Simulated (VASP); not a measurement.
# HfB (Fm-3m) in VASP: notebook

HfB is run at these levels: PBE; tasks: single point.

Everything below comes from runs of VASP 6.6.1. Logs are shortened: lines on timing, memory, paths and dates and some standing lists are left out, and cuts for length are marked.

### 1 The cell of the first run

Symmetry: Fm-3m, No. 225, cubic system. Conventional cell: a = 4.620 Å, b = 4.620 Å, c = 4.620 Å, α = 90.00°, β = 90.00°, γ = 90.00°. Within 3.1 Å of Hf (site symmetry m-3m) lie 6 B at 2.31 Å. Within 3.1 Å of B (site symmetry m-3m) lie 6 Hf at 2.31 Å.

### 2 Single point, PBE, collinear spin, ferromagnetic start

Input file INCAR:

```
SYSTEM = HfB
PREC     = Accurate       ! precision mode
ENCUT    = 520            ! plane-wave cutoff, eV
EDIFF    = 1E-6           ! SCF threshold, eV
ISMEAR   = -1             ! smearing method
SIGMA    = 0.05           ! smearing width, eV
LREAL    = .False.        ! projectors in reciprocal space
LASPH    = .True.         ! aspherical terms in the spheres
NELM     = 150            ! most SCF steps
ALGO     = Normal         ! electronic algorithm
ISIF     = 2              ! what is computed and relaxed
LWAVE    = .False.        ! write WAVECAR
LCHARG   = .False.        ! write CHGCAR
ISPIN    = 2              ! spin polarisation
MAGMOM   = 0.5 0          ! initial moments
LORBIT   = 11             ! projections on sites
NUPDOWN  = 0.5            ! fixed moment
LMAXMIX  = 4              ! l up to which the mixer works
GGA      = PE             ! functional
NBANDS   = 18             ! bands
```

Input file KPOINTS:

```
regular mesh
0
Gamma
  11 11 11
  0 0 0
```

Input file POSCAR:

```
HfB
1.0
    0.0000000000      2.3100000000      2.3100000000
    2.3100000000      0.0000000000      2.3100000000
    2.3100000000      2.3100000000      0.0000000000
Hf B
1 1
Direct
    0.5000000000      0.5000000000      0.5000000000
    0.0000000000      0.0000000000      0.0000000000
```

Potentials or basis: VASP PAW PBE potentials, release 64 (Hf_pv, B).

Started as:

```bash
> cat potpaw_PBE.64/Hf_pv/POTCAR potpaw_PBE.64/B/POTCAR > POTCAR
> mpirun -np 1 vasp_std > vasp.out
```

OUTCAR:

```text
SYSTEM = HfB
   PREC = Accurate
   ENCUT = 520
   EDIFF = 1E-6
   ISMEAR = -1
   LREAL = .False.
   LASPH = .True.
   NELM = 150
   ISIF = 2
   ISPIN = 2
   LORBIT = 11
   NUPDOWN = 0.5
   GGA = PE

 ion  position               nearest neighbor table
   1  0.500  0.500  0.500-   2 2.31   2 2.31   2 2.31   2 2.31   2 2.31   2 2.31
   2  0.000  0.000  0.000-   1 2.31   1 2.31   1 2.31   1 2.31   1 2.31   1 2.31

  LATTYP: Found a face centered cubic cell.
 ALAT       =     4.6200000000

  Lattice vectors:

 A1 = (   0.0000000000,   2.3100000000,   2.3100000000)
 A2 = (   2.3100000000,   0.0000000000,   2.3100000000)
 A3 = (   2.3100000000,   2.3100000000,   0.0000000000)

Analysis of symmetry for initial positions (statically):
=====================================================================
 Subroutine PRICEL returns:
 Original cell was already a primitive cell.

 Routine SETGRP: Setting up the symmetry group for a
 face centered cubic supercell.

 Subroutine GETGRP returns: Found 48 space group operations
[... 9 lines left out ...]

 Routine SETGRP: Setting up the symmetry group for a
 face centered cubic supercell.

 Subroutine GETGRP returns: Found 48 space group operations
 (whereof 48 operations were pure point group operations)
 out of a pool of 48 trial point group operations.

The dynamic configuration has the point symmetry O_h .

Analysis of structural, dynamic, and magnetic symmetry:
=====================================================================
 Subroutine PRICEL returns:
 Original cell was already a primitive cell.

 Routine SETGRP: Setting up the symmetry group for a
 face centered cubic supercell.

 Subroutine GETGRP returns: Found 48 space group operations
 (whereof 48 operations were pure point group operations)
 out of a pool of 48 trial point group operations.

The overall configuration has the point symmetry O_h .

 Subroutine INISYM returns: Found 48 space group operations
[... 5 lines left out ...]
                                     Primitive cell

  volume of cell :      24.6528

  direct lattice vectors                    reciprocal lattice vectors
     0.000000000  2.310000000  2.310000000    -0.216450216  0.216450216  0.216450216
     2.310000000  0.000000000  2.310000000     0.216450216 -0.216450216  0.216450216
     2.310000000  2.310000000  0.000000000     0.216450216  0.216450216 -0.216450216

  length of vectors
     3.266833329  3.266833329  3.266833329     0.374902772  0.374902772  0.374902772

  position of ions in fractional coordinates (direct lattice)
     0.500000000  0.500000000  0.500000000
     0.000000000  0.000000000  0.000000000

[... 89 lines left out ...]
   EMIN   =  10.00;   EMAX   =-10.00  energy-range for DOS
   EFERMI =   0.00;   METHOD = LEGACY
   ISMEAR =    -1;   SIGMA  =   0.05  broadening in eV -4-tet -1-fermi 0-gaus
   EFERMI_NEDOS =   21; number of points for ismear=-14 and -15
   IALGO  =     38    algorithm
   IMIX   =      4    mixing-type and parameters
     AMIX     =   0.40;   BMIX     =  1.00
     AMIX_MAG =   1.60;   BMIX_MAG =  1.00
  volume/ion in A,a.u.               =      12.33        83.18
  Fermi-wavevector in a.u.,A,eV,Ry     =   1.322617  2.499383 23.800871  1.749315
  Thomas-Fermi vector in A             =   2.452285
   LORBIT       =     11    0 simple, 1 ext, 2 COOP (PROOUT), +10 PAW based schemes
   GGA     = PE    functional components
   LHFCALC =     F    Hartree Fock is set to
   AEXX    =    0.0000 exact exchange contribution
   IVDW    =     0    specifies the selected vdW correction
   LEPSILON=     F    determine dielectric tensor
   LRPA    =     F    only Hartree local field effects (RPA)
 spin polarized calculation
  energy-cutoff  :      520.00
  volume of cell :       24.65
 maximum number of plane-waves:       674
   NGX = 13   NGY = 13   NGZ = 13

 number of electron      13.0000002 magnetization       0.5000000

 Free energy of the ion-electron system (eV)
  ---------------------------------------------------
  ext. energy  EPLUGINS =         0.00000000
  ---------------------------------------------------
  free energy    TOTEN  =       -17.06139370 eV

  energy without entropy =      -17.05213332  energy(sigma->0) =      -17.05676351

 E-fermi :   4.8513     XC(G=0): -12.3008

 val. band max:        5.6737495545   @ k =   0.3636   0.2727   0.0909
 cond. band min:       4.9092163652   @ k =  -0.4545   0.2727   0.0909
 fundamental gap:     -0.7645331893
 Fermi energy:         5.7123721401

 spin component 1

 k-point     1 :       0.0000    0.0000    0.0000
  band No.  band energies     occupation
      1     -23.2195      1.00000
      2     -23.2195      1.00000
      3     -23.2195      1.00000
      4      -4.5974      1.00000
      5       7.2436      0.00000
      6       7.2436      0.00000
[... 493 lines left out ...]
     17      25.9169      0.00000
     18      26.3323      0.00000

 [... further k-points ...]

 spin component 2

 k-point     1 :       0.0000    0.0000    0.0000
  band No.  band energies     occupation
      1     -23.1272      1.00000
      2     -23.1272      1.00000
      3     -23.1272      1.00000
      4      -4.2891      1.00000
      5       7.4098      0.00000
      6       7.4098      0.00000
[... 493 lines left out ...]
     17      26.1485      0.00000
     18      26.5243      0.00000

 [... further k-points ...]
[... 5 lines left out ...]
  --------------------------------------------------------------------------------------
  -------------------------------------------------------------------------------------
  Total        4.8337106      4.8337106      4.8337106      0.0000000      0.0000000      0.0000000
  in kB      314.1414878    314.1414878    314.1414878      0.0000000      0.0000000      0.0000000
  external PRESSURE =     314.1414878 kB  Pullay stress =       0.0000000 kB

 VOLUME and BASIS-vectors are now :
 -----------------------------------------------------------------------------
  energy-cutoff  :      520.00
  volume of cell :       24.65
      direct lattice vectors                 reciprocal lattice vectors
     0.000000000  2.310000000  2.310000000    -0.216450216  0.216450216  0.216450216
     2.310000000  0.000000000  2.310000000     0.216450216 -0.216450216  0.216450216
     2.310000000  2.310000000  0.000000000     0.216450216  0.216450216 -0.216450216

 POSITION                                       TOTAL-FORCE (eV/Angst)
 -----------------------------------------------------------------------------------
      2.31000      2.31000      2.31000         0.000000      0.000000     -0.000000
      0.00000      0.00000      0.00000        -0.000000     -0.000000      0.000000
 -----------------------------------------------------------------------------------
    total drift:                               -0.000000     -0.000000      0.000000

  FREE ENERGIE OF THE ION-ELECTRON SYSTEM (eV)
  ---------------------------------------------------
  free  energy   TOTEN  =       -17.0613936961 eV

  energy  without entropy=      -17.0521333235  energy(sigma->0) =      -17.05676351

 total charge

# of ion       s       p       d       tot
------------------------------------------
    1        0.356   6.671   1.864   8.892
    2        0.799   1.154   0.000   1.952
--------------------------------------------------
tot          1.155   7.825   1.864  10.844

 magnetization (x)

# of ion       s       p       d       tot
------------------------------------------
    1        0.003   0.037   0.172   0.212
    2        0.009   0.154   0.000   0.164
--------------------------------------------------
tot          0.012   0.191   0.172   0.375
```

stdout:

```text
POSCAR found type information on POSCAR HfB
 POSCAR found :  2 types and       2 ions
 scaLAPACK will be used
 LDA part: xc-table for (Slater+PW92), standard interpolation
 POSCAR, INCAR and KPOINTS ok, starting setup
 FFT: planning ... GRIDC
 FFT: planning ... GRID_SOFT
 FFT: planning ... GRID
 WAVECAR not read
 entering main loop
```

Wall time 13 s (1 thread of Intel Xeon 6975P-C (Granite Rapids), shared host); peak memory 0.17 GiB.

What came out:

```yaml
Free_energy: -17.0614 eV
Pressure: 31.4 GPa
Net_moment: 0.50 μB per cell
Site_moments: Hf +0.21; B +0.16 μB
Valence_electrons_inside_the_program's_atomic_spheres: Hf 8.89; B 1.95
```

Caveat: spin-orbit coupling is left out, which moves the levels of the heavy elements; the total moment is fixed, so each spin has its own Fermi level.

### 3 Single point, PBE, collinear spin, ferromagnetic start

Input file INCAR:

```
SYSTEM = HfB
PREC = Accurate
ENCUT = 520
EDIFF = 1E-6
ISMEAR = -1
SIGMA = 0.05
LREAL = .FALSE.
LASPH = .TRUE.
NELM = 150
ALGO = Normal
ISIF = 2
LWAVE = .FALSE.
LCHARG = .TRUE.
ISPIN = 2
MAGMOM = 0.8 0
LORBIT = 11
NUPDOWN = 0.8
LMAXMIX = 4
GGA = PE
LELF = .TRUE.
LVHAR = .TRUE.
NBANDS = 18
```

Input file KPOINTS:

```
regular mesh
0
G
  11 11 11
  0 0 0
```

POSCAR is that of step 2.

Potentials or basis: VASP PAW PBE potentials, release 64 (Hf_pv, B).

Started as:

```bash
> cat potpaw_PBE.64/Hf_pv/POTCAR potpaw_PBE.64/B/POTCAR > POTCAR
> mpirun -np 1 vasp_std > vasp.out
```

OUTCAR:

```text
SYSTEM = HfB
   PREC = Accurate
   ENCUT = 520
   EDIFF = 1E-6
   ISMEAR = -1
   LREAL = .FALSE.
   LASPH = .TRUE.
   NELM = 150
   ISIF = 2
   ISPIN = 2
   LORBIT = 11
   NUPDOWN = 0.8
   GGA = PE

 ion  position               nearest neighbor table
   1  0.500  0.500  0.500-   2 2.31   2 2.31   2 2.31   2 2.31   2 2.31   2 2.31
   2  0.000  0.000  0.000-   1 2.31   1 2.31   1 2.31   1 2.31   1 2.31   1 2.31

  LATTYP: Found a face centered cubic cell.
 ALAT       =     4.6200000000

  Lattice vectors:

 A1 = (   0.0000000000,   2.3100000000,   2.3100000000)
 A2 = (   2.3100000000,   0.0000000000,   2.3100000000)
 A3 = (   2.3100000000,   2.3100000000,   0.0000000000)

Analysis of symmetry for initial positions (statically):
=====================================================================
 Subroutine PRICEL returns:
 Original cell was already a primitive cell.

 Routine SETGRP: Setting up the symmetry group for a
 face centered cubic supercell.

 Subroutine GETGRP returns: Found 48 space group operations
[... 9 lines left out ...]

 Routine SETGRP: Setting up the symmetry group for a
 face centered cubic supercell.

 Subroutine GETGRP returns: Found 48 space group operations
 (whereof 48 operations were pure point group operations)
 out of a pool of 48 trial point group operations.

The dynamic configuration has the point symmetry O_h .

Analysis of structural, dynamic, and magnetic symmetry:
=====================================================================
 Subroutine PRICEL returns:
 Original cell was already a primitive cell.

 Routine SETGRP: Setting up the symmetry group for a
 face centered cubic supercell.

 Subroutine GETGRP returns: Found 48 space group operations
 (whereof 48 operations were pure point group operations)
 out of a pool of 48 trial point group operations.

The overall configuration has the point symmetry O_h .

 Subroutine INISYM returns: Found 48 space group operations
[... 5 lines left out ...]
                                     Primitive cell

[... 121 lines left out ...]
 spin polarized calculation
  energy-cutoff  :      520.00
  volume of cell :       24.65
 maximum number of plane-waves:       674
   NGX = 13   NGY = 13   NGZ = 13

 number of electron      13.0000002 magnetization       0.8000000

 Free energy of the ion-electron system (eV)
  ---------------------------------------------------
  ext. energy  EPLUGINS =         0.00000000
  ---------------------------------------------------
  free energy    TOTEN  =       -16.89763059 eV

  energy without entropy =      -16.88572922  energy(sigma->0) =      -16.89167990

 E-fermi :   4.8084     XC(G=0): -12.2971

 val. band max:        6.1973056641   @ k =   0.3636   0.2727   0.0000
 cond. band min:       4.8328513519   @ k =   0.3636   0.2727   0.0909
 fundamental gap:     -1.3644543122
 Fermi energy:         6.1991244301

 spin component 1

 k-point     1 :       0.0000    0.0000    0.0000
  band No.  band energies     occupation
      1     -23.2498      1.00000
      2     -23.2498      1.00000
      3     -23.2498      1.00000
      4      -4.6843      1.00000
      5       7.1908      0.00000
      6       7.1908      0.00000
[... 493 lines left out ...]
     17      25.8492      0.00000
     18      26.2739      0.00000

 [... further k-points ...]

 spin component 2

 k-point     1 :       0.0000    0.0000    0.0000
  band No.  band energies     occupation
      1     -23.1035      1.00000
      2     -23.1035      1.00000
      3     -23.1035      1.00000
      4      -4.1891      1.00000
      5       7.4603      0.00000
      6       7.4603      0.00000
[... 493 lines left out ...]
     17      26.2203      0.00000
     18      26.5866      0.00000

 [... further k-points ...]
[... 5 lines left out ...]
  --------------------------------------------------------------------------------------
  -------------------------------------------------------------------------------------
  Total        5.0260654      5.0260654      5.0260654     -0.0000000     -0.0000000     -0.0000000
  in kB      326.6425716    326.6425716    326.6425716     -0.0000000     -0.0000000     -0.0000000
  external PRESSURE =     326.6425716 kB  Pullay stress =       0.0000000 kB

 VOLUME and BASIS-vectors are now :
 -----------------------------------------------------------------------------
  energy-cutoff  :      520.00
  volume of cell :       24.65
      direct lattice vectors                 reciprocal lattice vectors
     0.000000000  2.310000000  2.310000000    -0.216450216  0.216450216  0.216450216
     2.310000000  0.000000000  2.310000000     0.216450216 -0.216450216  0.216450216
     2.310000000  2.310000000  0.000000000     0.216450216  0.216450216 -0.216450216

 POSITION                                       TOTAL-FORCE (eV/Angst)
 -----------------------------------------------------------------------------------
      2.31000      2.31000      2.31000         0.000000      0.000000      0.000000
      0.00000      0.00000      0.00000        -0.000000     -0.000000      0.000000
 -----------------------------------------------------------------------------------
    total drift:                               -0.000000     -0.000000      0.000000

  FREE ENERGIE OF THE ION-ELECTRON SYSTEM (eV)
  ---------------------------------------------------
  free  energy   TOTEN  =       -16.8976305866 eV

  energy  without entropy=      -16.8857292215  energy(sigma->0) =      -16.89167990

 total charge

# of ion       s       p       d       tot
------------------------------------------
    1        0.356   6.676   1.858   8.890
    2        0.798   1.156   0.000   1.954
--------------------------------------------------
tot          1.154   7.832   1.858  10.843

 magnetization (x)

# of ion       s       p       d       tot
------------------------------------------
    1        0.004   0.063   0.271   0.338
    2        0.015   0.247   0.000   0.262
--------------------------------------------------
tot          0.019   0.310   0.271   0.600
```

OSZICAR:

```text
N       E                     dE             d eps       ncg     rms          rms(c)
DAV:   1     0.302341061539E+02    0.30234E+02   -0.65995E+03  4040   0.681E+02
DAV:   2    -0.173531901058E+02   -0.47587E+02   -0.45244E+02  5110   0.180E+02
DAV:   3    -0.184849658093E+02   -0.11318E+01   -0.11242E+01  4804   0.190E+01
DAV:   4    -0.184877319920E+02   -0.27662E-02   -0.27657E-02  4764   0.109E+00
DAV:   5    -0.184877377409E+02   -0.57490E-05   -0.57492E-05  4468   0.481E-02    0.672E+01
DAV:   6    -0.169596967245E+02    0.15280E+01   -0.20248E+00  4296   0.779E+00    0.427E+01
DAV:   7    -0.169147827619E+02    0.44914E-01   -0.43240E-01  4478   0.402E+00    0.157E+01
DAV:   8    -0.169052760785E+02    0.95067E-02   -0.24683E-02  4322   0.107E+00    0.446E+00
DAV:   9    -0.168971827115E+02    0.80934E-02   -0.15246E-02  4356   0.715E-01    0.555E-01
DAV:  10    -0.168975862255E+02   -0.40351E-03   -0.11314E-03  4502   0.241E-01    0.154E-01
DAV:  11    -0.168976255218E+02   -0.39296E-04   -0.11843E-04  4420   0.805E-02    0.978E-02
DAV:  12    -0.168976295542E+02   -0.40324E-05   -0.15197E-05  4408   0.290E-02    0.415E-02
DAV:  13    -0.168976306600E+02   -0.11059E-05   -0.18283E-06  4470   0.914E-03    0.917E-03
DAV:  14    -0.168976305866E+02    0.73469E-07   -0.17436E-07  2242   0.284E-03
   1 F= -.16897631E+02 E0= -.16891680E+02  d E =-.119014E-01  mag=     0.8000
```

stdout:

```text
POSCAR found type information on POSCAR HfB
 POSCAR found :  2 types and       2 ions
 scaLAPACK will be used
 LDA part: xc-table for (Slater+PW92), standard interpolation
 POSCAR, INCAR and KPOINTS ok, starting setup
 FFT: planning ... GRIDC
 FFT: planning ... GRID_SOFT
 FFT: planning ... GRID
 WAVECAR not read
 entering main loop
```

Wall time 14 s (1 thread of Intel Xeon 6975P-C (Granite Rapids), shared host); peak memory 0.17 GiB.

Results:

```
Free energy                                           : -16.8976 eV
Pressure                                              : 32.7 GPa
Net moment                                            : 0.80 μB per cell
Site moments                                          : Hf +0.34; B +0.26 μB
Valence electrons inside the program's atomic spheres : Hf 8.89; B 1.95
```

Caveat: spin-orbit coupling is left out, which moves the levels of the heavy elements; the total moment is fixed, so each spin has its own Fermi level.

### 4 Single point, PBE, collinear spin, ferromagnetic start

Input file INCAR:

```
PREC = Accurate ; ENCUT = 520
EDIFF = 1E-6 ; ISMEAR = -1
SIGMA = 0.05 ; LREAL = F
LASPH = T ; NELM = 150
ALGO = Normal ; ISIF = 2
LWAVE = F ; LCHARG = F
ISPIN = 2 ; MAGMOM = 0.8 0
LORBIT = 11 ; NUPDOWN = 0.8
LMAXMIX = 4 ; GGA = PE
NBANDS = 18
```

Input file KPOINTS:

```
regular mesh
0
Gamma
  11 11 11
```

POSCAR is that of step 3.

Started as:

```bash
> cat potpaw_PBE.64/Hf_pv/POTCAR potpaw_PBE.64/B/POTCAR > POTCAR
> mpirun -np 1 vasp_std > vasp.out
```

It took 14 s on 1 thread of Intel Xeon 6975P-C (Granite Rapids), shared host; peak memory 0.17 GiB.

Results (log left out):

```yaml
Free_energy: -16.8976 eV
Pressure: 32.7 GPa
Net_moment: 0.80 μB per cell
Site_moments: Hf +0.34; B +0.26 μB
Valence_electrons_inside_the_program's_atomic_spheres: Hf 8.89; B 1.95
```

Caveat: spin-orbit coupling is left out, which moves the levels of the heavy elements; the total moment is fixed, so each spin has its own Fermi level.
